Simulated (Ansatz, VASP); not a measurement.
This is a calculation of Zr for Ansatz 0.2.0.

File input.yaml:

```yaml
crystal:
  lattice:
    - [3.232, 0.0, 0.0]
    - [-1.616, 2.798994105, 0.0]
    - [0.0, 0.0, 5.147]
  atoms:
    - { symbol: Zr, position: [0.6666666667, 0.3333333333, 0.75] }
    - { symbol: Zr, position: [0.3333333333, 0.6666666667, 0.25] }
hamiltonian:
  xc: revpbe
  pseudopotentials: { kind: paw }
  dispersion: d3bj
kpoints:
  mp_grid: { grid: [9, 9, 5] }
scf:
  occupations: { method: fermi_dirac, width: 0.05 }
output:
  forces: true
  stress: true
relax:
  f_tol: 0.01
  max_steps: 40
  cell: { stress_tol: 0.05 }
```

Potentials or basis: Ansatz PAW.

The run is started by

```bash
$ ansatz run input.yaml --threads 2 --pin off --max-ram 5632MiB --backend cpu --events-out ev --progress --plain --runs-dir out
```

Task: Translate it to VASP 6.6.1. Potentials there: VASP PAW PBE potentials, release 64 (Zr_sv).

Result: As run (the cutoff follows the program's own potentials):

File INCAR:

```
  PREC = Accurate
  ENCUT = 600
  EDIFF = 1E-6
  ISMEAR = -1
  SIGMA = 0.05
  LREAL = False
  LASPH = True
  NELM = 80
  ALGO = Normal
  ISIF = 3
  LWAVE = False
  LCHARG = False
  GGA = RE
  IVDW = 12
  IBRION = 2
  NSW = 60
  EDIFFG = -0.01
```

Contents of KPOINTS:

```
Automatic mesh
0
Gamma
  9 9 5
```

POSCAR

```
Zr
1.0
    3.2320000000      0.0000000000      0.0000000000
   -1.6160000000      2.7989941050      0.0000000000
    0.0000000000      0.0000000000      5.1470000000
Zr
2
Direct
    0.6666666667      0.3333333333      0.7500000000
    0.3333333333      0.6666666667      0.2500000000
```

Potentials or basis: VASP PAW PBE potentials, release 64 (Zr_sv).

Run with:

```bash
$ cat potpaw_PBE.64/Zr_sv/POTCAR > POTCAR
$ mpirun -np 1 vasp_std > vasp.out
```

Both were run:

|  | VASP | Ansatz | Ansatz less VASP |
| --- | --- | --- | --- |
| relaxed volume (Å³/atom) | 22.09 | 22.09 | -0.007 |
| relaxed cell length with the largest relative difference (Å) | 5.099 | 5.098 | -0.0008 |

VASP's potentials were made for PBE, not for revPBE.

Noted on Ansatz's run: the plane-wave basis is chosen anew once the cell has moved, so the energies of steps on either side of that aren't comparable.
